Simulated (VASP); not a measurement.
# MgF2 (Sellaite) (P4_2/mnm) in VASP: further runs, part 2 of 2

VASP 6.6.1. Earlier steps stand in the parts before.

## 3. Single point, PBE

This run uses another cell than the first one, of 10.88 Å³/atom, 0.956 times its volume.

The input, INCAR:

```
SYSTEM = MgF2
PREC = Accurate
ENCUT = 520
EDIFF = 1E-6
ISMEAR = 0
SIGMA = 0.1
LREAL = .FALSE.
LASPH = .TRUE.
NELM = 100
ALGO = Normal
ISIF = 2
LWAVE = .FALSE.
LCHARG = .FALSE.
GGA = PE
NBANDS = 25
```

The input, KPOINTS:

```
Automatic mesh
0
G
  4 4 6
  0 0 0
```

The input, POSCAR:

```
MgF2
1.0
    4.6250000000      0.0000000000      0.0000000000
    0.0000000000      4.6250000000      0.0000000000
    0.0000000000      0.0000000000      3.0520000000
Mg F
2 4
Direct
    0.0000000000      0.0000000000      0.0000000000
    0.5000000000      0.5000000000      0.5000000000
    0.3030000000      0.3030000000      0.0000000000
    0.1970000000      0.8030000000      0.5000000000
    0.6970000000      0.6970000000      0.0000000000
    0.8030000000      0.1970000000      0.5000000000
```

Potentials or basis: VASP PAW PBE potentials, release 64 (Mg, F).

Run with:

```
cat potpaw_PBE.64/Mg/POTCAR potpaw_PBE.64/F/POTCAR > POTCAR
mpirun -np 1 vasp_std > vasp.out
```

OUTCAR:

```text
SYSTEM = MgF2
   PREC = Accurate
   ENCUT = 520
   EDIFF = 1E-6
   ISMEAR = 0
   LREAL = .FALSE.
   LASPH = .TRUE.
   NELM = 100
   ISIF = 2
   GGA = PE

 ion  position               nearest neighbor table
   1  0.000  0.000  0.000-   3 1.98   5 1.98   4 2.00   6 2.00   4 2.00   6 2.00   2 3.61   2 3.61
                             2 3.61   2 3.61   2 3.61   2 3.61   2 3.61   2 3.61
   2  0.500  0.500  0.500-   4 1.98   6 1.98   5 2.00   3 2.00   3 2.00   5 2.00   1 3.61   1 3.61
                             1 3.61   1 3.61   1 3.61   1 3.61   1 3.61   1 3.61
   3  0.303  0.303  0.000-   1 1.98   2 2.00   2 2.00
   4  0.197  0.803  0.500-   2 1.98   1 2.00   1 2.00
[... 882 lines left out ...]
  Total        1.4664343      1.4664343      1.5591299      0.0000000      0.0000000      0.0000000
  in kB       35.9886189     35.9886189     38.2635160      0.0000000      0.0000000      0.0000000
  external PRESSURE =      36.7469179 kB  Pullay stress =       0.0000000 kB

 VOLUME and BASIS-vectors are now :
 -----------------------------------------------------------------------------
  energy-cutoff  :      520.00
  volume of cell :       65.28
      direct lattice vectors                 reciprocal lattice vectors
     4.625000000  0.000000000  0.000000000     0.216216216  0.000000000  0.000000000
     0.000000000  4.625000000  0.000000000     0.000000000  0.216216216  0.000000000
     0.000000000  0.000000000  3.052000000     0.000000000  0.000000000  0.327653997

 POSITION                                       TOTAL-FORCE (eV/Angst)
 -----------------------------------------------------------------------------------
      0.00000      0.00000      0.00000        -0.000000      0.000000     -0.000000
      2.31250      2.31250      1.52600        -0.000000      0.000000     -0.000000
      1.40137      1.40137      0.00000        -0.015745     -0.015745      0.000000
      0.91113      3.71387      1.52600         0.015745     -0.015745      0.000000
      3.22363      3.22363      0.00000         0.015745      0.015745     -0.000000
      3.71387      0.91113      1.52600        -0.015745      0.015745     -0.000000
 -----------------------------------------------------------------------------------
    total drift:                                0.000000     -0.000000     -0.000000

  FREE ENERGIE OF THE ION-ELECTRON SYSTEM (eV)
  ---------------------------------------------------
  free  energy   TOTEN  =       -31.5109953913 eV

  energy  without entropy=      -31.5109953913  energy(sigma->0) =      -31.51099539
```

OSZICAR:

```text
N       E                     dE             d eps       ncg     rms          rms(c)
DAV:   1     0.164941805004E+03    0.16494E+03   -0.18010E+04  1256   0.121E+03
DAV:   2    -0.262001987991E+02   -0.19114E+03   -0.18359E+03  1489   0.284E+02
DAV:   3    -0.340553757971E+02   -0.78552E+01   -0.78356E+01  1473   0.555E+01
DAV:   4    -0.340969962483E+02   -0.41620E-01   -0.41617E-01  1358   0.459E+00
DAV:   5    -0.340972032745E+02   -0.20703E-03   -0.20702E-03  1462   0.315E-01    0.101E+01
DAV:   6    -0.314597076056E+02    0.26375E+01   -0.81511E+00  1353   0.205E+01    0.296E+00
DAV:   7    -0.314800999511E+02   -0.20392E-01   -0.85422E-02  1263   0.194E+00    0.190E+00
DAV:   8    -0.315103727316E+02   -0.30273E-01   -0.56799E-02  1246   0.228E+00    0.203E-01
DAV:   9    -0.315104886965E+02   -0.11596E-03   -0.11050E-03  1514   0.234E-01    0.798E-02
DAV:  10    -0.315109959434E+02   -0.50725E-03   -0.46667E-04  1244   0.151E-01    0.178E-02
DAV:  11    -0.315109953913E+02    0.55210E-06   -0.81348E-06  1538   0.244E-02
   1 F= -.31510995E+02 E0= -.31510995E+02  d E =-.104611E-14
```

stdout:

```text
POSCAR found type information on POSCAR MgF
 POSCAR found :  2 types and       6 ions
 scaLAPACK will be used
 LDA part: xc-table for (Slater+PW92), standard interpolation
 POSCAR, INCAR and KPOINTS ok, starting setup
 FFT: planning ... GRIDC
 FFT: planning ... GRID_SOFT
 FFT: planning ... GRID
 WAVECAR not read
 entering main loop
```

Wall time 12 s (1 thread of Intel Xeon 6975P-C (Granite Rapids), shared host); peak memory 0.18 GiB.

Results:

```yaml
Free_energy: -31.5110 eV
Pressure: 3.7 GPa
Largest_force: 0.022 eV/Å
Band_gap_on_the_k_mesh: 7.09 eV, direct
```

Forces in eV/Å, atoms in the order of the input:
```
Mg   0.000  0.000  0.000
Mg   0.000  0.000  0.000
F   -0.016 -0.016  0.000
F    0.016 -0.016  0.000
F    0.016  0.016  0.000
F   -0.016  0.016  0.000
```

Stress tensor (GPa, compression positive):
```
3.60 0.00 0.00
0.00 3.60 0.00
0.00 0.00 3.83
```

Levels at points of the mesh, in eV from the valence-band top:
```
           k point  band 13  band 14  band 15  band 16  band 17  band 18  band 19  band 20
(0.00, 0.00, 0.00)    -0.73    -0.32    -0.32     0.00     7.09    12.25    12.25    13.73
(0.50, 0.00, 0.00)    -0.98    -0.98    -0.38    -0.38     9.50     9.50    13.50    13.50
(0.50, 0.50, 0.00)    -0.95    -0.95    -0.77    -0.77    11.21    11.21    11.30    11.30
(0.00, 0.00, 0.50)    -1.15    -1.15    -0.85    -0.85    11.84    11.84    14.97    14.97
(0.50, 0.00, 0.50)    -0.73    -0.73    -0.66    -0.66    12.75    12.75    13.46    13.46
(0.50, 0.50, 0.50)    -0.61    -0.61    -0.48    -0.48    13.30    13.30    13.33    13.33
```

## 4. Relaxation of cell and atoms, PBE

This run uses another cell than the first one, of 10.88 Å³/atom, 0.956 times its volume.

The input, INCAR:

```
ALGO = Normal ; EDIFF = 1E-7
EDIFFG = -0.005 ; ENCUT = 600
GGA = PE ; GGA_COMPAT = False
IBRION = 2 ; ISIF = 3
ISMEAR = 0 ; LASPH = True
LCHARG = False ; LREAL = False
LWAVE = False ; NELM = 120
NELMIN = 4 ; NSW = 100
PREC = Accurate ; SIGMA = 0.02
```

The input, KPOINTS:

```
k-points
0
Gamma
  6 6 8
```

POSCAR is that of step 3.

Run with:

```
cat potpaw_PBE.64/Mg/POTCAR potpaw_PBE.64/F/POTCAR > POTCAR
mpirun -np 1 vasp_std > vasp.out
```

It took 1.8 min on 1 thread of AMD EPYC 9R45 (Zen 5), shared host; peak memory 0.2 GiB.

The run converged. Its results:

- Free energy: -31.5454 eV
- Relaxed volume: 11.26 Å³/atom
- Relaxed cell: a = 4.681 Å, b = 4.681 Å, c = 3.084 Å, α = 90.00°, β = 90.00°, γ = 90.00°
- Space group after relaxing (to 0.05 Å): P4_2/mnm (No. 136)
- Energy gained by relaxing: 4.0 meV/atom
- Ionic steps: 5
- Pressure after relaxing: 0.0 GPa
- Band gap on the k mesh: 6.86 eV, direct

The path:
```tsv
step	energy change (eV)	largest force (eV/Å)	pressure (GPa)	volume (Å³)
1	0.0000	0.0219	3.50	65.28
2	-0.0237	0.0395	-0.03	67.55
3	-0.0237	0.0386	0.02	67.52
4	-0.0240	0.0184	0.00	67.55
5	-0.0241	0.0003	0.00	67.58
```

Final structure:
```
Mg F
1.0
     4.68133    0.00000    0.00000
     0.00000    4.68133    0.00000
     0.00000    0.00000    3.08363
Mg F
2 4
Direct
  0.00000 0.00000 0.00000
  0.50000 0.50000 0.50000
  0.30337 0.30337 0.00000
  0.19663 0.80337 0.50000
  0.69663 0.69663 0.00000
  0.80337 0.19663 0.50000
```

Levels at points of the mesh, in eV from the valence-band top:
| k point | band 13 | band 14 | band 15 | band 16 | band 17 | band 18 | band 19 | band 20 |
| --- | --- | --- | --- | --- | --- | --- | --- | --- |
| (0.00, 0.00, 0.00) | -0.72 | -0.32 | -0.32 | 0.00 | 6.86 | 12.02 | 12.02 | 13.50 |
| (0.50, 0.00, 0.00) | -0.95 | -0.95 | -0.36 | -0.36 | 9.23 | 9.23 | 13.25 | 13.25 |
| (0.50, 0.50, 0.00) | -0.92 | -0.92 | -0.73 | -0.73 | 10.85 | 10.85 | 11.06 | 11.06 |
| (0.00, 0.00, 0.50) | -1.08 | -1.08 | -0.81 | -0.81 | 11.55 | 11.55 | 14.73 | 14.73 |
| (0.50, 0.00, 0.50) | -0.71 | -0.71 | -0.63 | -0.63 | 12.49 | 12.49 | 13.11 | 13.11 |
| (0.50, 0.50, 0.50) | -0.58 | -0.58 | -0.47 | -0.47 | 12.92 | 12.92 | 13.13 | 13.13 |

A k mesh can miss the band edges. PBE usually gives volumes a little too large and moduli too small.

## 5. Overview

```csv
task,cell,k mesh,cutoff (eV),smearing,gap on the mesh (eV),pressure (GPa)
single point,"a = 4.698, b = 4.698, c = 3.093 Å, 6 atoms",6 × 6 × 8,520,gaussian 0.02 eV,6.79,-0.8
single point,"a = 4.625, b = 4.625, c = 3.052 Å, 6 atoms",4 × 4 × 6,520,gaussian 0.1 eV,7.09,3.7
relaxation of cell and atoms,"relaxed from a = 4.625, b = 4.625, c = 3.052 Å, 6 atoms",6 × 6 × 8,600,gaussian 0.02 eV,6.86,0.0
```

Alike in all rows: level PBE; potentials or basis VASP PAW PBE potentials, release 64 (Mg, F); no spin polarisation.

Total energies depend on the potentials used, so only differences within one code and one set of settings carry meaning.
